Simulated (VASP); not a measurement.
A run of VASP 6.6.1:

The input INCAR:

```
  ALGO = Normal
  EDIFF = 1E-7
  ENCUT = 520
  ISIF = 2
  ISMEAR = -1
  LASPH = True
  LCHARG = False
  LREAL = False
  LWAVE = False
  NBANDS = 15
  NELM = 60
  PREC = Accurate
  SIGMA = 0.03
```

Contents of KPOINTS:

```
k-points
0
Gamma
  9 9 12
```

Contents of POSCAR:

```
Li2Pt
1.0
    4.1999060621      0.0000000000      0.0000000000
   -2.0999530311      3.6372253434      0.0000000000
    0.0000000000      0.0000000000      2.6698405965
Li Pt
2 1
Direct
    0.3333333333      0.6666666667      0.5000000000
    0.6666666667      0.3333333333      0.5000000000
    0.0000000000      0.0000000000      0.0000000000
```

Potentials or basis: VASP PAW LDA potentials, release 64 (Li_sv, Pt).

Run with:

```sh
$ cat potpaw_LDA.64/Li_sv/POTCAR potpaw_LDA.64/Pt/POTCAR > POTCAR
$ mpirun -np 1 vasp_std > vasp.out
```

Hardware: 1 thread of Intel(R) Xeon(R) 6975P-C (Granite Rapids), with other jobs on the host.

Task: How long does it take, and how much memory?

Result: Wall time 15 s on 1 thread of Intel(R) Xeon(R) 6975P-C (Granite Rapids), on a shared host, peak memory 0.17 GiB. Counts: scf iterations 12, k points 84.
